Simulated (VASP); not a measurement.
# BN (F-43m) in VASP: notebook

The runs below take BN through single point, with r2SCAN.

Program: VASP 6.6.1. These are calculated values, not measurements. Logs are shortened: lines on timing, memory, paths and dates and some standing lists are left out, and cuts for length are marked.

### Step 1. The cell of the first run

It takes space group F-43m (No. 216, cubic). The conventional cell has a = 3.459 Å, b = 3.459 Å, c = 3.459 Å, α = 90.00°, β = 90.00°, γ = 90.00°. B (site symmetry -43m) has 4 N at 1.50 Å within 2.0 Å. Within 2.0 Å of N (site symmetry -43m) lie 4 B at 1.50 Å.

### Step 2. Single point, r2SCAN (5.17 Å³/atom)

The input, POSCAR:

```
BN
1.0
    0.0000000000      1.7295240940      1.7295240940
    1.7295240940      0.0000000000      1.7295240940
    1.7295240940      1.7295240940      0.0000000000
B N
1 1
Direct
    0.0000000000      0.0000000000      0.0000000000
    0.7500000000      0.7500000000      0.7500000000
```

The input, INCAR.step1:

```
SYSTEM = BN
PREC     = Accurate       ! precision mode
ENCUT    = 520            ! plane-wave cutoff, eV
ISMEAR   = 0              ! smearing method
SIGMA    = 0.02           ! smearing width, eV
LREAL    = .False.        ! projectors in reciprocal space
LASPH    = .True.         ! aspherical terms in the spheres
NELM     = 60             ! most SCF steps
NBANDS   = 11             ! bands
GGA      = PE             ! functional
ALGO     = Normal         ! electronic algorithm
EDIFF    = 1E-4           ! SCF threshold, eV
LWAVE    = .True.         ! write WAVECAR
LCHARG   = .False.        ! write CHGCAR
```

The input, INCAR.step2:

```
SYSTEM = BN
PREC     = Accurate       ! precision mode
ENCUT    = 520            ! plane-wave cutoff, eV
EDIFF    = 1E-7           ! SCF threshold, eV
ISMEAR   = 0              ! smearing method
SIGMA    = 0.02           ! smearing width, eV
LREAL    = .False.        ! projectors in reciprocal space
LASPH    = .True.         ! aspherical terms in the spheres
NELM     = 60             ! most SCF steps
ALGO     = Normal         ! electronic algorithm
ISIF     = 2              ! what is computed and relaxed
LWAVE    = .False.        ! write WAVECAR
LCHARG   = .False.        ! write CHGCAR
METAGGA  = R2SCAN         ! meta-GGA
LMIXTAU  = .True.       
NBANDS   = 11             ! bands
ISTART   = 1
```

The input, KPOINTS:

```
Automatic mesh
0
Gamma
  12 12 12
  0 0 0
```

Potentials or basis: VASP PAW PBE potentials, release 64 (B, N).

The run is started by

```console
cat potpaw_PBE.64/B/POTCAR potpaw_PBE.64/N/POTCAR > POTCAR
cp INCAR.step1 INCAR
mpirun -np 1 vasp_std > vasp.out
cp INCAR.step2 INCAR
mpirun -np 1 vasp_std > vasp.out
```

OUTCAR:

```text
SYSTEM = BN
   PREC = Accurate
   ENCUT = 520
   EDIFF = 1E-7
   ISMEAR = 0
   LREAL = .False.
   LASPH = .True.
   NELM = 60
   ISIF = 2
   METAGGA = R2SCAN
   ISTART = 1

 ion  position               nearest neighbor table
   1  0.000  0.000  0.000-   2 1.50   2 1.50   2 1.50   2 1.50
   2  0.750  0.750  0.750-   1 1.50   1 1.50   1 1.50   1 1.50

  LATTYP: Found a face centered cubic cell.
 ALAT       =     3.4590481880

  Lattice vectors:

 A1 = (   0.0000000000,   1.7295240940,   1.7295240940)
 A2 = (   1.7295240940,   0.0000000000,   1.7295240940)
 A3 = (   1.7295240940,   1.7295240940,   0.0000000000)

Analysis of symmetry for initial positions (statically):
=====================================================================
 Subroutine PRICEL returns:
 Original cell was already a primitive cell.

 Routine SETGRP: Setting up the symmetry group for a
 face centered cubic supercell.

 Subroutine GETGRP returns: Found 24 space group operations
 (whereof 24 operations were pure point group operations)
 out of a pool of 48 trial point group operations.

The static configuration has the point symmetry T_d .

Analysis of symmetry for dynamics (positions and initial velocities):
=====================================================================
 Subroutine PRICEL returns:
 Original cell was already a primitive cell.

 Routine SETGRP: Setting up the symmetry group for a
 face centered cubic supercell.

 Subroutine GETGRP returns: Found 24 space group operations
 (whereof 24 operations were pure point group operations)
 out of a pool of 48 trial point group operations.

The dynamic configuration has the point symmetry T_d .

 Subroutine INISYM returns: Found 24 space group operations
 (whereof 24 operations are pure point group operations),
 and found     1 'primitive' translations

----------------------------------------------------------------------------------------

                                     Primitive cell

  volume of cell :      10.3469

  direct lattice vectors                    reciprocal lattice vectors
     0.000000000  1.729524094  1.729524094    -0.289096869  0.289096869  0.289096869
     1.729524094  0.000000000  1.729524094     0.289096869 -0.289096869  0.289096869
     1.729524094  1.729524094  0.000000000     0.289096869  0.289096869 -0.289096869

  length of vectors
     2.445916430  2.445916430  2.445916430     0.500730465  0.500730465  0.500730465

  position of ions in fractional coordinates (direct lattice)
     0.000000000  0.000000000  0.000000000
     0.750000000  0.750000000  0.750000000

  ion indices of the primitive-cell ions
   primitive index   ion index
                 1           1
                 2           2

----------------------------------------------------------------------------------------

 KPOINTS: Automatic mesh

Automatic generation of k-mesh.
 Grid dimensions read from file:
 generate k-points for:   12   12   12

 Generating k-lattice:

  Cartesian coordinates                     Fractional coordinates (reciprocal lattice)
    -0.024091406  0.024091406  0.024091406     0.083333333  0.000000000  0.000000000
     0.024091406 -0.024091406  0.024091406     0.000000000  0.083333333  0.000000000
     0.024091406  0.024091406 -0.024091406     0.000000000  0.000000000  0.083333333

  Length of vectors
     0.041727539  0.041727539  0.041727539

  Shift w.r.t. Gamma in fractional coordinates (k-lattice)
     0.000000000  0.000000000  0.000000000

 Subroutine IBZKPT returns following result:
 ===========================================

 Found     72 irreducible k-points:

 Following reciprocal coordinates:
            Coordinates               Weight
  0.000000  0.000000  0.000000      1.000000
  0.083333  0.000000  0.000000      8.000000
  0.166667  0.000000  0.000000      8.000000
  0.250000  0.000000  0.000000      8.000000
  0.333333  0.000000  0.000000      8.000000
  0.416667  0.000000  0.000000      8.000000
[... 16 lines left out ...]
  0.500000  0.166667  0.000000     24.000000
 -0.416667  0.166667  0.000000     24.000000
 [... further k-points ...]
   k-points           NKPTS =     72   k-points in BZ     NKDIM =     72   number of bands    NBANDS=     11
   number of dos      NEDOS =    301   number of ions     NIONS =      2
   total plane-waves  NPLWV =   5832
   dimension x,y,z NGX =    18 NGY =   18 NGZ =   18
   dimension x,y,z NGXF=    36 NGYF=   36 NGZF=   36
   ions per type =               1   1
   NGX,Y,Z   is equivalent  to a cutoff of  12.23, 12.23, 12.23 a.u.
   NGXF,Y,Z  is equivalent  to a cutoff of  24.47, 24.47, 24.47 a.u.
 SYSTEM =  BN
   PREC   = accura    normal or accurate (medium, high low for compatibility)
   ISTART =      1    job   : 0-new  1-cont  2-samecut
   ICHARG =      0    charge: 1-file 2-atom 10-const
   ISPIN  =      1    spin polarized calculation?
   LNONCOLLINEAR =      F non collinear calculations
   LSORBIT =      F    spin-orbit coupling
   LASPH  =      T    aspherical Exc in radial PAW
   ENCUT  =  520.0 eV  38.22 Ry    6.18 a.u.   4.55  4.55  4.55*2*pi/ulx,y,z
   NELM   =     60;   NELMIN=  2; NELMDL=  0     # of ELM steps
   EDIFF  = 0.1E-06   stopping-criterion for ELM
   LREAL  =      F    real-space projection
   EDIFFG = 0.1E-05   stopping-criterion for IOM
   NSW    =      0    number of steps for IOM
   IBRION =     -1    ionic relax: 0-MD 1-quasi-New 2-CG
   NFREE  =      0    steps in history (QN), initial steepest desc. (CG)
   ISIF   =      2    stress and relaxation
   ISYM   =      2    0-nonsym 1-usesym 2-fastsym
   POTIM  = 0.5000    time-step for ionic-motion
   TEBEG  =    0.0;   TEEND  =   0.0 temperature during run
   PSTRESS=    0.0 pullay stress
   NELECT =       8.0000    total number of electrons
   NUPDOWN=      -1.0000    fix difference up-down
   EMIN   =  10.00;   EMAX   =-10.00  energy-range for DOS
   EFERMI =   0.00;   METHOD = LEGACY
   ISMEAR =     0;   SIGMA  =   0.02  broadening in eV -4-tet -1-fermi 0-gaus
   EFERMI_NEDOS =   21; number of points for ismear=-14 and -15
   IALGO  =     38    algorithm
   IMIX   =      4    mixing-type and parameters
     AMIX     =   0.40;   BMIX     =  1.00
     AMIX_MAG =   1.60;   BMIX_MAG =  1.00
  volume/ion in A,a.u.               =       5.17        34.91
  Fermi-wavevector in a.u.,A,eV,Ry     =   1.502571  2.839447 30.718123  2.257718
  Thomas-Fermi vector in A             =   2.613794
   LORBIT       =      0    0 simple, 1 ext, 2 COOP (PROOUT), +10 PAW based schemes
   METAGGA = R2SCAN    functional components
   LHFCALC =     F    Hartree Fock is set to
   AEXX    =    0.0000 exact exchange contribution
   IVDW    =     0    specifies the selected vdW correction
   LEPSILON=     F    determine dielectric tensor
   LRPA    =     F    only Hartree local field effects (RPA)
 non-spin polarized calculation
 Gauss-broadening in eV      SIGMA  =   0.02
  energy-cutoff  :      520.00
  volume of cell :       10.35
 maximum number of plane-waves:       291
   NGX =  9   NGY =  9   NGZ =  9

 number of electron       7.9999997 magnetization

 Free energy of the ion-electron system (eV)
  ---------------------------------------------------
  ext. energy  EPLUGINS =         0.00000000
  ---------------------------------------------------
  free energy    TOTEN  =       -18.90390990 eV

  energy without entropy =      -18.90390990  energy(sigma->0) =      -18.90390990

 E-fermi :   9.2275     XC(G=0): -14.3640

 val. band max:        8.9607135816   @ k =   0.0000   0.0000   0.0000
 cond. band min:      14.0865964474   @ k =   0.5000   0.5000   0.0000
 fundamental gap:      5.1258828658
 Fermi energy:         9.2274521987

 k-point     1 :       0.0000    0.0000    0.0000
  band No.  band energies     occupation
      1     -13.9500      2.00000
      2       8.9607      2.00000
      3       8.9607      2.00000
      4       8.9607      2.00000
      5      19.1370      0.00000
      6      19.1370      0.00000
      7      19.1370      0.00000
      8      22.3892      0.00000
      9      37.7954      0.00000
     10      39.3953      0.00000
     11      39.3953      0.00000

 k-point     2 :       0.0833    0.0000    0.0000
  band No.  band energies     occupation
      1     -13.7559      2.00000
      2       7.9173      2.00000
      3       8.7451      2.00000
      4       8.7451      2.00000
      5      19.4698      0.00000
      6      19.4698      0.00000
      7      19.5330      0.00000
      8      22.8986      0.00000
      9      37.0549      0.00000
     10      37.0549      0.00000
     11      37.1792      0.00000

 k-point     3 :       0.1667    0.0000    0.0000
  band No.  band energies     occupation
      1     -13.1798      2.00000
      2       5.5082      2.00000
      3       8.2238      2.00000
      4       8.2238      2.00000
      5      20.1923      0.00000
      6      20.2318      0.00000
      7      20.2318      0.00000
      8      24.1556      0.00000
      9      35.2958      0.00000
     10      35.2958      0.00000
     11      36.1821      0.00000

 k-point     4 :       0.2500    0.0000    0.0000
  band No.  band energies     occupation
      1     -12.2454      2.00000
      2       2.6689      2.00000
      3       7.6246      2.00000
      4       7.6246      2.00000
      5      20.7630      0.00000
      6      20.9200      0.00000
      7      20.9200      0.00000
      8      25.4258      0.00000
      9      34.9239      0.00000
     10      34.9239      0.00000
     11      35.5954      0.00000
[... 239 lines left out ...]
 k-point    22 :       0.4167    0.1667    0.0000
  band No.  band energies     occupation
      1      -9.9639      2.00000
      2      -0.4548      2.00000
      3       5.3451      2.00000
      4       5.4501      2.00000
      5      18.8053      0.00000
      6      23.7844      0.00000
      7      23.9412      0.00000
      8      25.2253      0.00000
      9      32.4542      0.00000
     10      39.4023      0.00000
     11      40.9005      0.00000

 k-point    23 :       0.5000    0.1667    0.0000
  band No.  band energies     occupation
      1      -8.7928      2.00000
      2      -2.3082      2.00000
      3       4.6559      2.00000
      4       5.5421      2.00000
      5      19.1393      0.00000
      6      23.5845      0.00000
      7      23.8805      0.00000
      8      26.8101      0.00000
      9      32.8539      0.00000
     10      39.7751      0.00000
     11      40.1397      0.00000

 k-point    24 :      -0.4167    0.1667    0.0000
  band No.  band energies     occupation
      1      -8.5610      2.00000
      2      -2.6374      2.00000
      3       4.1781      2.00000
      4       5.9201      2.00000
      5      19.6345      0.00000
      6      23.1005      0.00000
      7      23.7800      0.00000
      8      27.6445      0.00000
      9      33.1648      0.00000
     10      37.3070      0.00000
     11      40.1434      0.00000

 [... further k-points ...]

------------------------ aborting loop because EDIFF is reached ----------------------------------------

  FORCE on cell =-STRESS in cart. coord.  units (eV):
  Direction    XX          YY          ZZ          XY          YZ          ZX
  --------------------------------------------------------------------------------------
  -------------------------------------------------------------------------------------
  Total        4.1835239      4.1835239      4.1835239      0.0000000      0.0000000     -0.0000000
  in kB      647.8030502    647.8030502    647.8030502      0.0000000      0.0000000     -0.0000000
  external PRESSURE =     647.8030502 kB  Pullay stress =       0.0000000 kB

 VOLUME and BASIS-vectors are now :
 -----------------------------------------------------------------------------
  energy-cutoff  :      520.00
  volume of cell :       10.35
      direct lattice vectors                 reciprocal lattice vectors
     0.000000000  1.729524094  1.729524094    -0.289096869  0.289096869  0.289096869
     1.729524094  0.000000000  1.729524094     0.289096869 -0.289096869  0.289096869
     1.729524094  1.729524094  0.000000000     0.289096869  0.289096869 -0.289096869

 POSITION                                       TOTAL-FORCE (eV/Angst)
 -----------------------------------------------------------------------------------
      0.00000      0.00000      0.00000         0.000000      0.000000     -0.000000
      2.59429      2.59429      2.59429        -0.000000     -0.000000      0.000000
 -----------------------------------------------------------------------------------
    total drift:                               -0.000000     -0.000000      0.000000

  FREE ENERGIE OF THE ION-ELECTRON SYSTEM (eV)
  ---------------------------------------------------
  free  energy   TOTEN  =       -18.9039098998 eV

  energy  without entropy=      -18.9039098998  energy(sigma->0) =      -18.90390990
```

Run time: 16 s. Hardware: 1 thread of Intel Xeon 6975P-C (Granite Rapids), shared host; peak memory 0.12 GiB.

Results:

| Item | Value |
| --- | --- |
| Free energy | -18.9039 eV |
| Pressure | 64.8 GPa |
| Band gap on the k mesh | 5.13 eV (least direct gap 10.18 eV) |

Caveat: the cell stands under pressure; the PAW data sets were made with another functional, which shifts forces and pressure a little.

### Step 3. Single point, r2SCAN (5.35 Å³/atom)

This run uses another cell than the first one, of 5.35 Å³/atom.

The input, POSCAR:

```
BN
1.0
    0.0000000000      1.7489585757      1.7489585757
    1.7489585757      0.0000000000      1.7489585757
    1.7489585757      1.7489585757      0.0000000000
B N
1 1
Direct
    0.0000000000      0.0000000000      0.0000000000
    0.7500000000      0.7500000000      0.7500000000
```

The input, INCAR.step1:

```
SYSTEM = BN
ALGO = Normal
EDIFF = 1E-4
ENCUT = 520
GGA = PE
ISMEAR = 0
LASPH = .True.
LCHARG = .False.
LREAL = .False.
LWAVE = .True.
NBANDS = 11
NELM = 60
PREC = Accurate
SIGMA = 0.02
```

The input, INCAR.step2:

```
SYSTEM = BN
ALGO = Normal
EDIFF = 1E-6
ENCUT = 520
ISIF = 2
ISMEAR = 0
ISTART = 1
LASPH = .True.
LCHARG = .False.
LMIXTAU = .True.
LREAL = .False.
LWAVE = .False.
METAGGA = R2SCAN
NBANDS = 11
NELM = 60
PREC = Accurate
SIGMA = 0.02
```

The input, KPOINTS:

```
k-points
0
Gamma
  12 12 12
  0 0 0
```

Potentials or basis: VASP PAW PBE potentials, release 64 (B, N).

The run is started by

```console
cat potpaw_PBE.64/B/POTCAR potpaw_PBE.64/N/POTCAR > POTCAR
cp INCAR.step1 INCAR
mpirun -np 1 vasp_std > vasp.out
cp INCAR.step2 INCAR
mpirun -np 1 vasp_std > vasp.out
```

Wall time 18 s (1 thread of Intel Xeon 6975P-C (Granite Rapids), shared host); peak memory 0.11 GiB.

It converged, with:

| Quantity | Value |
| --- | --- |
| Free energy | -19.0255 eV |
| Pressure | 45.4 GPa |
| Band gap on the k mesh | 5.09 eV (least direct gap 10.01 eV) |

Levels at points of the mesh, in eV from the valence-band top:
```csv
k point,band 2,band 3,band 4,band 5,band 6,band 7
"(0.00, 0.00, 0.00)",0.00,0.00,0.00,10.01,10.01,10.01
"(0.50, 0.00, 0.00)",-12.05,-2.22,-2.22,12.02,12.02,12.17
"(0.50, 0.50, 0.00)",-10.01,-5.62,-5.62,5.09,10.39,20.90
```

Caveat: the cell stands under pressure; the PAW data sets were made with another functional, which shifts forces and pressure a little.
